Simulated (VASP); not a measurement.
# PbSe (Fm-3m) in VASP: further runs

PbSe is run at these levels: revPBE+D4; tasks: single point.

Program: VASP 6.6.1. These are calculated values, not measurements. Logs are shortened: lines on timing, memory, paths and dates and some standing lists are left out, and cuts for length are marked.

**1. The cell of the first run**

It takes space group Fm-3m (No. 225, cubic). The conventional cell has a = 5.434 Å, b = 5.434 Å, c = 5.434 Å, α = 90.00°, β = 90.00°, γ = 90.00°. Within 3.6 Å of Pb (site symmetry m-3m) lie 6 Se at 2.72 Å. Se (site symmetry m-3m) has 6 Pb at 2.72 Å within 3.6 Å.

**2. Single point, revPBE+D4**

INCAR

```
SYSTEM = PbSe
  ALGO = Normal
  EDIFF = 1E-6
  ENCUT = 500
  GGA = RE
  GGA_COMPAT = .False.
  ISIF = 2
  ISMEAR = 0
  IVDW = 13
  LASPH = .True.
  LCHARG = .False.
  LREAL = .False.
  LWAVE = .False.
  NBANDS = 17
  NELM = 120
  PREC = Accurate
  SIGMA = 0.01
```

KPOINTS

```
k-points
0
Gamma
  7 7 7
  0 0 0
```

POSCAR

```
PbSe
1.0
    0.0000000000      2.7167717554      2.7167717554
    2.7167717554      0.0000000000      2.7167717554
    2.7167717554      2.7167717554      0.0000000000
Pb Se
1 1
Direct
    0.0000000000      0.0000000000      0.0000000000
    0.5000000000      0.5000000000      0.5000000000
```

Potentials or basis: VASP PAW PBE potentials, release 64 (Pb_d, Se).

Run with:

```sh
> cat potpaw_PBE.64/Pb_d/POTCAR potpaw_PBE.64/Se/POTCAR > POTCAR
> mpirun -np 1 vasp_std > vasp.out
```

OUTCAR:

```text
SYSTEM = PbSe
   EDIFF = 1E-6
   ENCUT = 500
   GGA = RE
   ISIF = 2
   ISMEAR = 0
   IVDW = 13
   LASPH = .True.
   LREAL = .False.
   NELM = 120
   PREC = Accurate

 ion  position               nearest neighbor table
   1  0.000  0.000  0.000-   2 2.72   2 2.72   2 2.72   2 2.72   2 2.72   2 2.72
   2  0.500  0.500  0.500-   1 2.72   1 2.72   1 2.72   1 2.72   1 2.72   1 2.72

  LATTYP: Found a face centered cubic cell.
 ALAT       =     5.4335435108

  Lattice vectors:

 A1 = (   0.0000000000,   2.7167717554,   2.7167717554)
 A2 = (   2.7167717554,   0.0000000000,   2.7167717554)
 A3 = (   2.7167717554,   2.7167717554,   0.0000000000)

Analysis of symmetry for initial positions (statically):
=====================================================================
 Subroutine PRICEL returns:
 Original cell was already a primitive cell.

 Routine SETGRP: Setting up the symmetry group for a
 face centered cubic supercell.

 Subroutine GETGRP returns: Found 48 space group operations
 (whereof 48 operations were pure point group operations)
 out of a pool of 48 trial point group operations.

The static configuration has the point symmetry O_h .

Analysis of symmetry for dynamics (positions and initial velocities):
=====================================================================
 Subroutine PRICEL returns:
 Original cell was already a primitive cell.

 Routine SETGRP: Setting up the symmetry group for a
 face centered cubic supercell.

 Subroutine GETGRP returns: Found 48 space group operations
 (whereof 48 operations were pure point group operations)
 out of a pool of 48 trial point group operations.

The dynamic configuration has the point symmetry O_h .

 Subroutine INISYM returns: Found 48 space group operations
 (whereof 48 operations are pure point group operations),
 and found     1 'primitive' translations

----------------------------------------------------------------------------------------

                                     Primitive cell

  volume of cell :      40.1042

  direct lattice vectors                    reciprocal lattice vectors
     0.000000000  2.716771755  2.716771755    -0.184041960  0.184041960  0.184041960
     2.716771755  0.000000000  2.716771755     0.184041960 -0.184041960  0.184041960
     2.716771755  2.716771755  0.000000000     0.184041960  0.184041960 -0.184041960

  length of vectors
     3.842095462  3.842095462  3.842095462     0.318770026  0.318770026  0.318770026

  position of ions in fractional coordinates (direct lattice)
     0.000000000  0.000000000  0.000000000
     0.500000000  0.500000000  0.500000000

  ion indices of the primitive-cell ions
   primitive index   ion index
                 1           1
                 2           2

----------------------------------------------------------------------------------------

 KPOINTS: k-points

Automatic generation of k-mesh.
 Grid dimensions read from file:
 generate k-points for:    7    7    7

 Generating k-lattice:

  Cartesian coordinates                     Fractional coordinates (reciprocal lattice)
    -0.026291709  0.026291709  0.026291709     0.142857143  0.000000000  0.000000000
     0.026291709 -0.026291709  0.026291709     0.000000000  0.142857143  0.000000000
     0.026291709  0.026291709 -0.026291709     0.000000000  0.000000000  0.142857143

  Length of vectors
     0.045538575  0.045538575  0.045538575

  Shift w.r.t. Gamma in fractional coordinates (k-lattice)
     0.000000000  0.000000000  0.000000000

 Subroutine IBZKPT returns following result:
 ===========================================

 Found     20 irreducible k-points:

 Following reciprocal coordinates:
            Coordinates               Weight
  0.000000  0.000000  0.000000      1.000000
  0.142857  0.000000  0.000000      8.000000
  0.285714  0.000000  0.000000      8.000000
  0.428571  0.000000  0.000000      8.000000
  0.142857  0.142857  0.000000      6.000000
  0.285714  0.142857  0.000000     24.000000
[... 12 lines left out ...]
 -0.428571  0.428571  0.142857     24.000000
 -0.285714  0.428571  0.142857     24.000000
   k-points           NKPTS =     20   k-points in BZ     NKDIM =     20   number of bands    NBANDS=     17
   number of dos      NEDOS =    301   number of ions     NIONS =      2
   total plane-waves  NPLWV =  21952
   dimension x,y,z NGX =    28 NGY =   28 NGZ =   28
   dimension x,y,z NGXF=    56 NGYF=   56 NGZF=   56
   ions per type =               1   1
   NGX,Y,Z   is equivalent  to a cutoff of  12.12, 12.12, 12.12 a.u.
   NGXF,Y,Z  is equivalent  to a cutoff of  24.23, 24.23, 24.23 a.u.
 SYSTEM =  PbSe
   PREC   = accura    normal or accurate (medium, high low for compatibility)
   ISTART =      0    job   : 0-new  1-cont  2-samecut
   ICHARG =      2    charge: 1-file 2-atom 10-const
   ISPIN  =      1    spin polarized calculation?
   LNONCOLLINEAR =      F non collinear calculations
   LSORBIT =      F    spin-orbit coupling
   LASPH  =      T    aspherical Exc in radial PAW
   ENCUT  =  500.0 eV  36.75 Ry    6.06 a.u.   7.01  7.01  7.01*2*pi/ulx,y,z
   NELM   =    120;   NELMIN=  2; NELMDL= -5     # of ELM steps
   EDIFF  = 0.1E-05   stopping-criterion for ELM
   LREAL  =      F    real-space projection
   EDIFFG = 0.1E-04   stopping-criterion for IOM
   NSW    =      0    number of steps for IOM
   IBRION =     -1    ionic relax: 0-MD 1-quasi-New 2-CG
   NFREE  =      0    steps in history (QN), initial steepest desc. (CG)
   ISIF   =      2    stress and relaxation
   ISYM   =      2    0-nonsym 1-usesym 2-fastsym
   POTIM  = 0.5000    time-step for ionic-motion
   TEBEG  =    0.0;   TEEND  =   0.0 temperature during run
   PSTRESS=    0.0 pullay stress
   NELECT =      20.0000    total number of electrons
   NUPDOWN=      -1.0000    fix difference up-down
   EMIN   =  10.00;   EMAX   =-10.00  energy-range for DOS
   EFERMI =   0.00;   METHOD = LEGACY
   ISMEAR =     0;   SIGMA  =   0.01  broadening in eV -4-tet -1-fermi 0-gaus
   EFERMI_NEDOS =   21; number of points for ismear=-14 and -15
   IALGO  =     38    algorithm
   IMIX   =      4    mixing-type and parameters
     AMIX     =   0.40;   BMIX     =  1.00
     AMIX_MAG =   1.60;   BMIX_MAG =  1.00
  volume/ion in A,a.u.               =      20.05       135.32
  Fermi-wavevector in a.u.,A,eV,Ry     =   1.298240  2.453318 22.931630  1.685427
  Thomas-Fermi vector in A             =   2.429581
   LORBIT       =      0    0 simple, 1 ext, 2 COOP (PROOUT), +10 PAW based schemes
   GGA     = RE    functional components
   LHFCALC =     F    Hartree Fock is set to
   AEXX    =    0.0000 exact exchange contribution
   IVDW    =    13    specifies the selected vdW correction
   LEPSILON=     F    determine dielectric tensor
   LRPA    =     F    only Hartree local field effects (RPA)
 non-spin polarized calculation
 Gauss-broadening in eV      SIGMA  =   0.01
  energy-cutoff  :      500.00
  volume of cell :       40.10
 maximum number of plane-waves:      1029
   NGX = 13   NGY = 13   NGZ = 13

 number of electron      19.9999994 magnetization

 Free energy of the ion-electron system (eV)
  ---------------------------------------------------
  ext. energy  EPLUGINS =         0.00000000
  ---------------------------------------------------
  free energy    TOTEN  =        -5.44682116 eV

  energy without entropy =       -5.44682116  energy(sigma->0) =       -5.44682116

 E-fermi :  10.0731     XC(G=0): -11.2360

 val. band max:       10.0036788051   @ k =  -0.2857   0.1429   0.0000
 cond. band min:      10.8370979900   @ k =  -0.2857   0.1429   0.0000
 fundamental gap:      0.8334191849
 Fermi energy:        10.0731286585

 k-point     1 :       0.0000    0.0000    0.0000
  band No.  band energies     occupation
      1      -7.5446      2.00000
      2      -7.5446      2.00000
      3      -7.5230      2.00000
      4      -7.5230      2.00000
      5      -7.5230      2.00000
      6      -6.9718      2.00000
[... 9 lines left out ...]
     16      16.0246      0.00000
     17      17.0570      0.00000

 k-point     2 :       0.1429    0.0000    0.0000
  band No.  band energies     occupation
      1      -7.5650      2.00000
      2      -7.5650      2.00000
      3      -7.5259      2.00000
      4      -7.5023      2.00000
      5      -7.5023      2.00000
      6      -6.7044      2.00000
[... 9 lines left out ...]
     16      16.6858      0.00000
     17      19.4380      0.00000

 k-point     3 :       0.2857    0.0000    0.0000
  band No.  band energies     occupation
      1      -7.6152      2.00000
      2      -7.6152      2.00000
      3      -7.5376      2.00000
      4      -7.4503      2.00000
      5      -7.4503      2.00000
      6      -5.9499      2.00000
[... 9 lines left out ...]
     16      17.9480      0.00000
     17      23.0585      0.00000

 k-point     4 :       0.4286    0.0000    0.0000
  band No.  band energies     occupation
      1      -7.6553      2.00000
      2      -7.6553      2.00000
      3      -7.5483      2.00000
      4      -7.4077      2.00000
      5      -7.4077      2.00000
      6      -5.0217      2.00000
[... 9 lines left out ...]
     16      19.6757      0.00000
     17      22.6330      0.00000

 k-point     5 :       0.1429    0.1429    0.0000
  band No.  band energies     occupation
      1      -7.6436      2.00000
      2      -7.5381      2.00000
      3      -7.5315      2.00000
      4      -7.4946      2.00000
      5      -7.4946      2.00000
      6      -6.5679      2.00000
[... 9 lines left out ...]
     16      18.2676      0.00000
     17      19.4667      0.00000

 k-point     6 :       0.2857    0.1429    0.0000
  band No.  band energies     occupation
      1      -7.7438      2.00000
      2      -7.5543      2.00000
      3      -7.5427      2.00000
      4      -7.4691      2.00000
      5      -7.4439      2.00000
      6      -5.9100      2.00000
[... 9 lines left out ...]
     16      19.1320      0.00000
     17      22.0344      0.00000

 k-point     7 :       0.4286    0.1429    0.0000
  band No.  band energies     occupation
      1      -7.7886      2.00000
      2      -7.6036      2.00000
      3      -7.5352      2.00000
      4      -7.4466      2.00000
      5      -7.4008      2.00000
      6      -4.9554      2.00000
[... 9 lines left out ...]
     16      20.4593      0.00000
     17      22.4696      0.00000

 k-point     8 :      -0.4286    0.1429    0.0000
  band No.  band energies     occupation
      1      -7.7691      2.00000
      2      -7.6379      2.00000
      3      -7.5286      2.00000
      4      -7.4336      2.00000
      5      -7.4025      2.00000
      6      -4.5232      2.00000
[... 9 lines left out ...]
     16      20.0511      0.00000
     17      22.3086      0.00000
[... 123 lines left out ...]
      1      -8.2161      2.00000
      2      -7.5992      2.00000
      3      -7.4779      2.00000
      4      -7.3631      2.00000
      5      -7.3631      2.00000
      6      -3.7339      2.00000
[... 9 lines left out ...]
     16      23.2477      0.00000
     17      23.2478      0.00000

 k-point    16 :      -0.4286    0.4286    0.0000
  band No.  band energies     occupation
      1      -8.1972      2.00000
      2      -7.5828      2.00000
      3      -7.5010      2.00000
      4      -7.3742      2.00000
      5      -7.3612      2.00000
      6      -3.4139      2.00000
[... 9 lines left out ...]
     16      23.1626      0.00000
     17      23.6137      0.00000

 k-point    17 :       0.4286    0.2857    0.1429
  band No.  band energies     occupation
      1      -7.8668      2.00000
      2      -7.5678      2.00000
      3      -7.5409      2.00000
      4      -7.4349      2.00000
      5      -7.4262      2.00000
      6      -5.0921      2.00000
[... 9 lines left out ...]
     16      21.1264      0.00000
     17      21.4253      0.00000

 k-point    18 :      -0.4286    0.2857    0.1429
  band No.  band energies     occupation
      1      -7.9264      2.00000
      2      -7.5982      2.00000
      3      -7.5113      2.00000
      4      -7.4557      2.00000
      5      -7.3903      2.00000
      6      -4.1753      2.00000
[... 9 lines left out ...]
     16      20.9985      0.00000
     17      22.5842      0.00000

 k-point    19 :      -0.4286    0.4286    0.1429
  band No.  band energies     occupation
      1      -8.1181      2.00000
      2      -7.5592      2.00000
      3      -7.5317      2.00000
      4      -7.4094      2.00000
      5      -7.3634      2.00000
      6      -3.6789      2.00000
[... 9 lines left out ...]
     16      22.8946      0.00000
     17      23.1200      0.00000

 k-point    20 :      -0.2857    0.4286    0.1429
  band No.  band energies     occupation
      1      -8.0581      2.00000
      2      -7.5717      2.00000
      3      -7.5098      2.00000
      4      -7.4604      2.00000
      5      -7.3639      2.00000
      6      -3.5284      2.00000
[... 9 lines left out ...]
     16      22.5923      0.00000
     17      23.6328      0.00000

------------------------ aborting loop because EDIFF is reached ----------------------------------------

  DFT-D4 for vdW energy calculation

  Edisp (eV):   -1.76703

  FORCE on cell =-STRESS in cart. coord.  units (eV):
  Direction    XX          YY          ZZ          XY          YZ          ZX
  --------------------------------------------------------------------------------------
  -------------------------------------------------------------------------------------
  Total       9.97569     9.97569     9.97569     0.00000     0.00000    -0.00000
  in kB     398.53279   398.53279   398.53279     0.00000     0.00000    -0.00000
  external pressure =      398.53 kB  Pullay stress =        0.00 kB

 VOLUME and BASIS-vectors are now :
 -----------------------------------------------------------------------------
  energy-cutoff  :      500.00
  volume of cell :       40.10
      direct lattice vectors                 reciprocal lattice vectors
     0.000000000  2.716771755  2.716771755    -0.184041960  0.184041960  0.184041960
     2.716771755  0.000000000  2.716771755     0.184041960 -0.184041960  0.184041960
     2.716771755  2.716771755  0.000000000     0.184041960  0.184041960 -0.184041960

 POSITION                                       TOTAL-FORCE (eV/Angst)
 -----------------------------------------------------------------------------------
      0.00000      0.00000      0.00000         0.000000     -0.000000      0.000000
      2.71677      2.71677      2.71677         0.000000      0.000000     -0.000000
 -----------------------------------------------------------------------------------
    total drift:                               -0.000000      0.000000      0.000000

  FREE ENERGIE OF THE ION-ELECTRON SYSTEM (eV)
  ---------------------------------------------------
  free  energy   TOTEN  =        -7.2138462948 eV

  energy  without entropy=       -7.2138462948  energy(sigma->0) =       -7.21384629
```

Wall time 17 s (1 thread of Intel Xeon 6975P-C (Granite Rapids), shared host); peak memory 0.16 GiB.

Results:

* Free energy: -7.2138 eV
* Pressure: 39.9 GPa
* Dispersion energy per atom: -0.884 eV

Caveat: this odd mesh misses L, so gap, dielectric constants and Born charges aren't listed; the cell stands under pressure; the PAW data sets were made with another functional, which shifts forces and pressure a little; spin-orbit coupling is left out, which moves the levels of the heavy elements.

**3. Single point, revPBE+D4**

This run uses another cell than the first one, of 21.21 Å³/atom.

INCAR

```
  PREC = Accurate
  ENCUT = 500
  EDIFF = 1E-6
  ISMEAR = 0
  SIGMA = 0.01
  LREAL = F
  LASPH = T
  NELM = 120
  ALGO = Normal
  ISIF = 2
  LWAVE = F
  LCHARG = T
  GGA = RE
  IVDW = 13
  LELF = T
  LVHAR = T
  NBANDS = 17
  GGA_COMPAT = F
```

KPOINTS

```
Automatic mesh
0
Gamma
  7 7 7
```

POSCAR

```
PbSe
1.0
    0.0000000000      2.7680402640      2.7680402640
    2.7680402640      0.0000000000      2.7680402640
    2.7680402640      2.7680402640      0.0000000000
Pb Se
1 1
Direct
    0.0000000000      0.0000000000      0.0000000000
    0.5000000000      0.5000000000      0.5000000000
```

Potentials or basis: VASP PAW PBE potentials, release 64 (Pb_d, Se).

Run with:

```sh
> cat potpaw_PBE.64/Pb_d/POTCAR potpaw_PBE.64/Se/POTCAR > POTCAR
> mpirun -np 1 vasp_std > vasp.out
```

Wall time 20 s (1 thread of Intel Xeon 6975P-C (Granite Rapids), shared host); peak memory 0.17 GiB.

Results (log left out):

```yaml
Free_energy: -7.7149 eV
Pressure: 29.9 GPa
Dispersion_energy_per_atom: -0.835 eV
```

Levels at points of the mesh, in eV from the Fermi level:
```csv
k point,band 7,band 8,band 9,band 10,band 11,band 12,band 13,band 14
"(0.00, 0.00, 0.00)",-5.22,-3.10,-3.10,-3.10,5.76,5.76,5.76,6.11
```

Caveat: this odd mesh misses L, so gap, dielectric constants and Born charges aren't listed; the cell stands under pressure; the PAW data sets were made with another functional, which shifts forces and pressure a little; spin-orbit coupling is left out, which moves the levels of the heavy elements.
